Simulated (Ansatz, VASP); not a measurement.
Two plane-wave programs on TaN

```
Ta N
1.0
     2.92817    0.00000    0.00000
    -1.46409    2.53587    0.00000
     0.00000    0.00000    2.87336
Ta N
1 1
Direct
  0.33333 0.66667 0.50000
  0.00000 0.00000 0.00000
```

Change from the starting cell: volume scaled by 0.99, PAW files.

Alike in both runs: task electric field gradients; functional PBEsol; k mesh 12 × 12 × 10; occupations fermi-dirac, width 0.02 eV; no spin polarisation.

```csv
,VASP,Ansatz
version,VASP 6.6.1,Ansatz 0.2.0
potentials or method,"VASP PAW PBE potentials, release 64 (Ta_sv_GW, N)","PAW with Ansatz's default frozen-core files, scalar-relativistic"
plane-wave cutoff (eV),520,420
valence electrons in the cell,18,18
```

```csv
,VASP,Ansatz,Ansatz less VASP
size of Vzz on the site where it differs most (V/Å²),33.3,50.5,+17.22
```

VASP's potentials were made for PBE, not for PBEsol.

Spin-orbit coupling is off throughout.
